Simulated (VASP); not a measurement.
# YAl3N4 (I-42m) in VASP: further runs

The runs below take YAl3N4 through single point, relaxation of cell and atoms, with PBE.

Program: VASP 6.6.1. These are calculated values, not measurements. Logs are shortened: lines on timing, memory, paths and dates and some standing lists are left out, and cuts for length are marked.

## 1. The cell of the first run

The structure is tetragonal, space group I-42m (No. 121). The conventional cell has a = 4.693 Å, b = 4.693 Å, c = 8.936 Å, α = 90.00°, β = 90.00°, γ = 90.00°. Within 2.9 Å of Y (site symmetry -42m) lie 4 N at 2.22 Å. Al (site symmetry -42m) has 4 N at 1.92 Å within 2.5 Å. Al (site symmetry -4) has 4 N at 1.95 Å within 2.6 Å. Within 2.5 Å of N (site symmetry m) lie 3 Al at 1.92 to 1.95 Å and 1 Y at 2.22 Å.

## 2. Single point, PBE

The input, INCAR:

```
SYSTEM = YAl3N4
ALGO = Normal
EDIFF = 1E-7
ENCUT = 520
GGA = PE
ISIF = 2
ISMEAR = 0
LASPH = .TRUE.
LCHARG = .FALSE.
LREAL = .FALSE.
LWAVE = .FALSE.
NBANDS = 30
NELM = 80
PREC = Accurate
SIGMA = 0.02
```

The input, KPOINTS:

```
k-points
0
G
  8 8 8
  0 0 0
```

The input, POSCAR:

```
YAl3N4
1.0
   -2.3466834484      2.3466834484      4.4679917334
    2.3466834484     -2.3466834484      4.4679917334
    2.3466834484      2.3466834484     -4.4679917334
Y Al N
1 3 4
Direct
    0.5000000000      0.5000000000      0.0000000000
    0.0000000000      0.0000000000      0.0000000000
    0.2500000000      0.7500000000      0.5000000000
    0.7500000000      0.2500000000      0.5000000000
    0.0835864792      0.0835864792      0.4423834186
    0.3587969394      0.9164135208      0.0000000000
    0.6412030606      0.6412030606      0.5576165814
    0.9164135208      0.3587969394      0.0000000000
```

Potentials or basis: VASP PAW PBE potentials, release 64 (Y_sv, Al, N).

Command:

```
cat potpaw_PBE.64/Y_sv/POTCAR potpaw_PBE.64/Al/POTCAR potpaw_PBE.64/N/POTCAR > POTCAR
mpirun -np 1 vasp_std > vasp.out
```

OUTCAR:

```text
SYSTEM = YAl3N4
   EDIFF = 1E-7
   ENCUT = 520
   GGA = PE
   ISIF = 2
   ISMEAR = 0
   LASPH = .TRUE.
   LREAL = .FALSE.
   NELM = 80
   PREC = Accurate

 ion  position               nearest neighbor table
   1  0.500  0.500  0.000-   7 2.22   5 2.22   8 2.22   6 2.22   4 3.24   4 3.24   3 3.24   3 3.24
                             4 3.24   3 3.24   3 3.24   4 3.24   2 3.32   2 3.32   2 3.32   2 3.32
   2  0.000  0.000  0.000-   5 1.92   6 1.92   7 1.92   8 1.92   4 3.24   3 3.24   3 3.24   4 3.24
                             3 3.24   4 3.24   4 3.24   3 3.24   1 3.32   1 3.32   1 3.32   1 3.32
   3  0.250  0.750  0.500-   5 1.95   6 1.95   7 1.95   8 1.95   2 3.24   1 3.24   1 3.24   1 3.24
                             2 3.24   2 3.24   2 3.24   1 3.24   4 3.32   4 3.32   4 3.32   4 3.32
   4  0.750  0.250  0.500-   5 1.95   7 1.95   8 1.95   6 1.95   1 3.24   2 3.24   1 3.24   1 3.24
                             2 3.24   2 3.24   1 3.24   2 3.24   3 3.32   3 3.32   3 3.32   3 3.32
   5  0.084  0.084  0.442-   2 1.92   3 1.95   4 1.95   1 2.22
   6  0.359  0.916  0.000-   2 1.92   4 1.95   3 1.95   1 2.22
   7  0.641  0.641  0.558-   2 1.92   3 1.95   4 1.95   1 2.22
   8  0.916  0.359  0.000-   2 1.92   3 1.95   4 1.95   1 2.22

  LATTYP: Found a body centered tetragonal cell.
 ALAT       =     4.6933668968
 C/A-ratio  =     1.9039601342

  Lattice vectors:

 A1 = (  -2.3466834484,   2.3466834484,   4.4679917334)
 A2 = (   2.3466834484,  -2.3466834484,   4.4679917334)
 A3 = (   2.3466834484,   2.3466834484,  -4.4679917334)

Analysis of symmetry for initial positions (statically):
=====================================================================
 Subroutine PRICEL returns:
 Original cell was already a primitive cell.

 Routine SETGRP: Setting up the symmetry group for a
 body centered tetragonal supercell.

 Subroutine GETGRP returns: Found  8 space group operations
 (whereof  8 operations were pure point group operations)
 out of a pool of 16 trial point group operations.

The static configuration has the point symmetry D_2d.

Analysis of symmetry for dynamics (positions and initial velocities):
=====================================================================
 Subroutine PRICEL returns:
 Original cell was already a primitive cell.

 Routine SETGRP: Setting up the symmetry group for a
 body centered tetragonal supercell.

 Subroutine GETGRP returns: Found  8 space group operations
 (whereof  8 operations were pure point group operations)
 out of a pool of 16 trial point group operations.

The dynamic configuration has the point symmetry D_2d.

 Subroutine INISYM returns: Found  8 space group operations
 (whereof  8 operations are pure point group operations),
 and found     1 'primitive' translations

----------------------------------------------------------------------------------------

                                     Primitive cell

  volume of cell :      98.4195

  direct lattice vectors                    reciprocal lattice vectors
    -2.346683448  2.346683448  4.467991733     0.000000000  0.213066658  0.111907101
     2.346683448 -2.346683448  4.467991733     0.213066658  0.000000000  0.111907101
     2.346683448  2.346683448 -4.467991733     0.213066658  0.213066658  0.000000000

  length of vectors
     5.565680241  5.565680241  5.565680241     0.240666990  0.240666990  0.301321758

  position of ions in fractional coordinates (direct lattice)
     0.500000000  0.500000000  0.000000000
     0.000000000  0.000000000  0.000000000
     0.250000000  0.750000000  0.500000000
     0.750000000  0.250000000  0.500000000
     0.083586479  0.083586479  0.442383419
     0.358796939  0.916413521  0.000000000
     0.641203061  0.641203061  0.557616581
     0.916413521  0.358796939  0.000000000

  ion indices of the primitive-cell ions
   primitive index   ion index
                 1           1
                 2           2
                 3           3
                 4           4
                 5           5
                 6           6
                 7           7
                 8           8

----------------------------------------------------------------------------------------

 KPOINTS: k-points

Automatic generation of k-mesh.
 Grid dimensions read from file:
 generate k-points for:    8    8    8

 Generating k-lattice:

  Cartesian coordinates                     Fractional coordinates (reciprocal lattice)
     0.000000000  0.026633332  0.013988388     0.125000000 -0.000000000  0.000000000
     0.026633332  0.000000000  0.013988388    -0.000000000  0.125000000  0.000000000
     0.026633332  0.026633332  0.000000000     0.000000000  0.000000000  0.125000000

  Length of vectors
     0.030083374  0.030083374  0.037665220

  Shift w.r.t. Gamma in fractional coordinates (k-lattice)
     0.000000000  0.000000000  0.000000000

 Subroutine IBZKPT returns following result:
 ===========================================

 Found     59 irreducible k-points:

 Following reciprocal coordinates:
            Coordinates               Weight
  0.000000  0.000000  0.000000      1.000000
  0.125000 -0.000000  0.000000      8.000000
  0.250000 -0.000000  0.000000      8.000000
  0.375000 -0.000000  0.000000      8.000000
  0.500000 -0.000000  0.000000      4.000000
  0.125000  0.125000  0.000000      8.000000
[... 16 lines left out ...]
  0.250000  0.125000  0.125000     16.000000
  0.375000  0.125000  0.125000      8.000000
 [... further k-points ...]
   k-points           NKPTS =     59   k-points in BZ     NKDIM =     59   number of bands    NBANDS=     30
   number of dos      NEDOS =    301   number of ions     NIONS =      8
   total plane-waves  NPLWV =  74088
   dimension x,y,z NGX =    42 NGY =   42 NGZ =   42
   dimension x,y,z NGXF=    84 NGYF=   84 NGZF=   84
   ions per type =               1   3   4
   NGX,Y,Z   is equivalent  to a cutoff of  12.55, 12.55, 12.55 a.u.
   NGXF,Y,Z  is equivalent  to a cutoff of  25.09, 25.09, 25.09 a.u.
 SYSTEM =  YAl3N4
   PREC   = accura    normal or accurate (medium, high low for compatibility)
   ISTART =      0    job   : 0-new  1-cont  2-samecut
   ICHARG =      2    charge: 1-file 2-atom 10-const
   ISPIN  =      1    spin polarized calculation?
   LNONCOLLINEAR =      F non collinear calculations
   LSORBIT =      F    spin-orbit coupling
   LASPH  =      T    aspherical Exc in radial PAW
   ENCUT  =  520.0 eV  38.22 Ry    6.18 a.u.  10.35 10.35 10.35*2*pi/ulx,y,z
   NELM   =     80;   NELMIN=  2; NELMDL= -5     # of ELM steps
   EDIFF  = 0.1E-06   stopping-criterion for ELM
   LREAL  =      F    real-space projection
   EDIFFG = 0.1E-05   stopping-criterion for IOM
   NSW    =      0    number of steps for IOM
   IBRION =     -1    ionic relax: 0-MD 1-quasi-New 2-CG
   NFREE  =      0    steps in history (QN), initial steepest desc. (CG)
   ISIF   =      2    stress and relaxation
   ISYM   =      2    0-nonsym 1-usesym 2-fastsym
   POTIM  = 0.5000    time-step for ionic-motion
   TEBEG  =    0.0;   TEEND  =   0.0 temperature during run
   PSTRESS=    0.0 pullay stress
   NELECT =      40.0000    total number of electrons
   NUPDOWN=      -1.0000    fix difference up-down
   EMIN   =  10.00;   EMAX   =-10.00  energy-range for DOS
   EFERMI =   0.00;   METHOD = LEGACY
   ISMEAR =     0;   SIGMA  =   0.02  broadening in eV -4-tet -1-fermi 0-gaus
   EFERMI_NEDOS =   21; number of points for ismear=-14 and -15
   IALGO  =     38    algorithm
   IMIX   =      4    mixing-type and parameters
     AMIX     =   0.40;   BMIX     =  1.00
     AMIX_MAG =   1.60;   BMIX_MAG =  1.00
  volume/ion in A,a.u.               =      12.30        83.02
  Fermi-wavevector in a.u.,A,eV,Ry     =   1.212647  2.291570 20.007538  1.470513
  Thomas-Fermi vector in A             =   2.348124
   LORBIT       =      0    0 simple, 1 ext, 2 COOP (PROOUT), +10 PAW based schemes
   GGA     = PE    functional components
   LHFCALC =     F    Hartree Fock is set to
   AEXX    =    0.0000 exact exchange contribution
   IVDW    =     0    specifies the selected vdW correction
   LEPSILON=     F    determine dielectric tensor
   LRPA    =     F    only Hartree local field effects (RPA)
 non-spin polarized calculation
 Gauss-broadening in eV      SIGMA  =   0.02
  energy-cutoff  :      520.00
  volume of cell :       98.42
 maximum number of plane-waves:      2689
 NGX is ok and might be reduce to    42
   NGX = 21   NGY = 21   NGZ = 21

 number of electron      40.0000004 magnetization

 Free energy of the ion-electron system (eV)
  ---------------------------------------------------
  ext. energy  EPLUGINS =         0.00000000
  ---------------------------------------------------
  free energy    TOTEN  =       -61.19258791 eV

  energy without entropy =      -61.19258791  energy(sigma->0) =      -61.19258791

 E-fermi :   5.1496     XC(G=0): -10.6399

 val. band max:        4.9287101046   @ k =  -0.1250   0.2500   0.1250
 cond. band min:       7.4810241703   @ k =   0.0000   0.0000   0.0000
 fundamental gap:      2.5523140657
 Fermi energy:         5.1495626601

 k-point     1 :       0.0000    0.0000    0.0000
  band No.  band energies     occupation
      1     -35.1403      2.00000
      2     -15.4585      2.00000
      3     -15.4585      2.00000
      4     -15.4424      2.00000
      5      -9.4151      2.00000
      6      -7.1671      2.00000
[... 22 lines left out ...]
     29      15.2418      0.00000
     30      15.3535      0.00000

 k-point     2 :       0.1250   -0.0000    0.0000
  band No.  band energies     occupation
      1     -35.1402      2.00000
      2     -15.4679      2.00000
      3     -15.4583      2.00000
      4     -15.4440      2.00000
      5      -9.3198      2.00000
      6      -7.2661      2.00000
[... 22 lines left out ...]
     29      15.0140      0.00000
     30      15.1499      0.00000

 k-point     3 :       0.2500   -0.0000    0.0000
  band No.  band energies     occupation
      1     -35.1398      2.00000
      2     -15.4908      2.00000
      3     -15.4577      2.00000
      4     -15.4472      2.00000
      5      -9.0529      2.00000
      6      -7.4836      2.00000
[... 682 lines left out ...]
     29      13.5164      0.00000
     30      14.5270      0.00000

 k-point    24 :       0.3750    0.1250    0.1250
  band No.  band energies     occupation
      1     -35.1390      2.00000
      2     -15.5135      2.00000
      3     -15.4802      2.00000
      4     -15.4491      2.00000
      5      -8.1899      2.00000
      6      -8.0127      2.00000
[... 22 lines left out ...]
     29      13.3748      0.00000
     30      14.2516      0.00000

 [... further k-points ...]
[... 5 lines left out ...]
  --------------------------------------------------------------------------------------
  -------------------------------------------------------------------------------------
  Total       -0.1387060     -0.1387060     -0.1653533      0.0000000      0.0000000      0.0000000
  in kB       -2.2580028     -2.2580028     -2.6917950      0.0000000      0.0000000      0.0000000
  external PRESSURE =      -2.4026002 kB  Pullay stress =       0.0000000 kB

 VOLUME and BASIS-vectors are now :
 -----------------------------------------------------------------------------
  energy-cutoff  :      520.00
  volume of cell :       98.42
      direct lattice vectors                 reciprocal lattice vectors
    -2.346683448  2.346683448  4.467991733     0.000000000  0.213066658  0.111907101
     2.346683448 -2.346683448  4.467991733     0.213066658  0.000000000  0.111907101
     2.346683448  2.346683448 -4.467991733     0.213066658  0.213066658  0.000000000

 POSITION                                       TOTAL-FORCE (eV/Angst)
 -----------------------------------------------------------------------------------
      0.00000      0.00000      4.46799        -0.000000     -0.000000     -0.000000
      0.00000      0.00000      0.00000        -0.000000     -0.000000      0.000000
      2.34668      0.00000      2.23400        -0.000000     -0.000000     -0.000000
      0.00000      2.34668      2.23400        -0.000000     -0.000000     -0.000000
      1.03813      1.03813     -1.22964         0.000598      0.000598      0.003385
      1.30855     -1.30855      5.69763        -0.000598      0.000598     -0.003385
      1.30855      1.30855      3.23835        -0.000598     -0.000598      0.003385
     -1.30855      1.30855      5.69763         0.000598     -0.000598     -0.003385
 -----------------------------------------------------------------------------------
    total drift:                                0.000001      0.000001      0.000002

  FREE ENERGIE OF THE ION-ELECTRON SYSTEM (eV)
  ---------------------------------------------------
  free  energy   TOTEN  =       -61.1925879148 eV

  energy  without entropy=      -61.1925879148  energy(sigma->0) =      -61.19258791
```

Run time: 5.7 min. Hardware: 1 thread of AMD EPYC 7R13, shared host; peak memory 0.34 GiB.

What came out:

```
Free energy            : -61.1926 eV
Pressure               : -0.2 GPa
Largest force          : 0.003 eV/Å
Band gap on the k mesh : 2.55 eV (least direct gap 3.00 eV)
```

Forces on the atoms (eV/Å):
```
Y    0.000  0.000  0.000
Al   0.000  0.000  0.000
Al   0.000  0.000  0.000
Al   0.000  0.000  0.000
N    0.001  0.001  0.003
N   -0.001  0.001 -0.003
N   -0.001 -0.001  0.003
N    0.001 -0.001 -0.003
```

Levels at points of the mesh, in eV from the valence-band top:
```tsv
k point	band 17	band 18	band 19	band 20	band 21	band 22	band 23	band 24
(0.00, 0.00, 0.00)	-1.18	-0.69	-0.45	-0.45	2.55	2.66	4.49	4.49
(0.50, 0.00, 0.00)	-0.97	-0.80	-0.20	-0.10	4.17	4.69	5.02	5.20
(0.50, 0.50, 0.00)	-0.90	-0.77	-0.48	-0.25	5.02	5.13	5.43	5.45
(0.50, 0.50, 0.50)	-1.97	-1.27	-0.67	-0.67	3.47	3.47	4.47	4.77
```

(Part 1 of 2 ends here.)
